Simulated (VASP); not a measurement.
Al4As:

```xyz
5
Lattice="3.9483 0.0000 0.0000 0.0000 3.9483 0.0000 0.0000 0.0000 6.5667" Properties=species:S:1:pos:R:3 pbc="T T T"
Al    1.9742    0.0000    1.9463
Al    0.0000    1.9742    4.6205
Al    1.9742    0.0000    4.6205
Al    0.0000    1.9742    1.9463
As    0.0000    0.0000    0.0000
```

- Program: VASP 6.6.1
- Task: relaxation of cell and atoms
- Functional: PBE
- Potentials or basis: VASP PAW PBE potentials, release 64 (Al, As)
- Cutoff: 600 eV
- k mesh: 10 × 10 × 6
- Occupations: gaussian, width 0.1 eV
- Spin: no spin polarisation

At the start: pressure -0.5 GPa; volume 20.47 Å³/atom.

Q: How do energy, volume and symmetry change on relaxing?

A: Over 7 steps the energy falls by 6.3 meV/atom and the volume is 20.23 Å³/atom (-1.2 %); space group P4/mmm (No. 123, to 0.05 Å).

Step by step:
| step | energy change (eV) | largest force (eV/Å) | pressure (GPa) | volume (Å³) |
| --- | --- | --- | --- | --- |
| 1 | 0.0000 | 0.0756 | -0.50 | 102.37 |
| 2 | -0.0271 | 0.0084 | -0.10 | 101.41 |
| 3 | -0.0312 | 0.0187 | 0.17 | 100.89 |
| 4 | -0.0312 | 0.0201 | 0.18 | 100.86 |
| 5 | -0.0314 | 0.0094 | -0.03 | 101.21 |
| 6 | -0.0314 | 0.0111 | -0.01 | 101.16 |
| 7 | -0.0314 | 0.0056 | -0.01 | 101.16 |

Final structure:
```
CELL_PARAMETERS angstrom
3.88587 0.00000 0.00000
0.00000 3.88587 0.00000
0.00000 0.00000 6.69914
ATOMIC_POSITIONS crystal
Al 0.50000 0.00000 0.29574
Al 0.00000 0.50000 0.70426
Al 0.50000 0.00000 0.70426
Al 0.00000 0.50000 0.29574
As 0.00000 0.00000 0.00000
```
